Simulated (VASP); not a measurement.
Pt: single point with r2SCAN

The system is Pt.

```
Pt
1.0
     0.00000    1.96802    1.96802
     1.96802    0.00000    1.96802
     1.96802    1.96802    0.00000
Pt
1
Direct
  0.00000 0.00000 0.00000
```

```
Program             : VASP 6.6.1
Task                : single point
Functional          : r2SCAN
Potentials or basis : VASP PAW PBE potentials, release 64 (Pt)
Cutoff              : 550 eV
k mesh              : 8 × 8 × 8
Occupations         : methfessel-paxton, width 0.1 eV
Spin                : no spin polarisation
```

- Pressure: 0.7 GPa
- Band gap on the k mesh: zero (bands 5 and 6 overlap by 2.33 eV)

Levels at points of the mesh, in eV from the Fermi level:
```csv
k point,band 2,band 3,band 4,band 5,band 6,band 7,band 8,band 9
"(0.00, 0.00, 0.00)",-3.82,-3.82,-3.82,-1.70,-1.70,15.58,20.69,20.69
"(0.50, 0.00, 0.00)",-3.91,-3.91,-0.20,0.04,0.04,6.11,15.23,19.94
"(0.50, 0.50, 0.00)",-6.71,-0.04,0.53,0.53,2.02,9.27,12.05,12.05
```

It took 15 s on 1 thread of Intel(R) Xeon(R) Platinum 8488C (Sapphire Rapids) (shared host), peak memory 0.14 GiB.

Caveat: the PAW data sets were made with another functional, which shifts forces and pressure a little; spin-orbit coupling is left out, which moves the levels of the heavy elements.
